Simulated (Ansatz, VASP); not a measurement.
**BaTe: VASP beside Ansatz**

POSCAR

```
BaTe
1.0
    0.0000000000      3.8746190144      3.8746190144
    3.8746190144      0.0000000000      3.8746190144
    3.8746190144      3.8746190144      0.0000000000
Ba Te
1 1
Direct
    0.0000000000      0.0000000000      0.0000000000
    0.2500000000      0.2500000000      0.2500000000
```

File INCAR.step1:

```
ALGO = Normal
EDIFF = 1E-4
ENCUT = 520
GGA = PE
ISMEAR = 0
LASPH = T
LCHARG = F
LREAL = F
LWAVE = T
NBANDS = 15
NELM = 100
PREC = Accurate
SIGMA = 0.01
```

The input INCAR.step2:

```
ALGO = Normal
EDIFF = 1E-6
ENCUT = 520
ISIF = 2
ISMEAR = 0
ISTART = 1
LASPH = T
LCHARG = T
LELF = T
LMIXTAU = T
LREAL = F
LVHAR = T
LWAVE = F
METAGGA = R2SCAN
NBANDS = 15
NELM = 100
PREC = Accurate
SIGMA = 0.01
```

File KPOINTS:

```
k-points
0
Gamma
  6 6 6
```

Input for Ansatz:

```yaml
crystal:
  lattice:
    - [0.0, 3.8746190144, 3.8746190144]
    - [3.8746190144, 0.0, 3.8746190144]
    - [3.8746190144, 3.8746190144, 0.0]
  atoms:
    - { symbol: Ba, position: [0.0, 0.0, 0.0] }
    - { symbol: Te, position: [0.25, 0.25, 0.25] }
kpoints:
  mp_grid: { grid: [6, 6, 6] }
hamiltonian:
  xc: r2scan
scf:
  occupations: { method: fixed }
  n_extra_bands: 4
output:
  forces: true
  stress: true
  eigenvalues: true
```

Alike in both runs: task single point; functional r2SCAN; k mesh 6 × 6 × 6; no spin polarisation.

|  | VASP | Ansatz |
| --- | --- | --- |
| version | VASP 6.6.1 | Ansatz 0.2.0 |
| potentials or method | VASP PAW PBE potentials, release 64 (Ba_sv, Te) | plane waves, PAW |
| plane-wave cutoff (eV) | 520 | 500 |
| occupations | gaussian, width 0.01 eV | fixed |
| valence electrons in the cell | 16 | 26 |

```csv
,VASP,Ansatz,Ansatz less VASP
gap on the k mesh at the Fermi level (eV),2.99,2.98,-0.011
pressure (GPa),0.8,0.6,-0.23
```

VASP's potentials were made for PBE, not for r2SCAN. VASP's potentials hold 16 valence electrons a cell and Ansatz's 26, so a difference there can come from the potentials and not from the codes.

Spin-orbit coupling is off throughout.
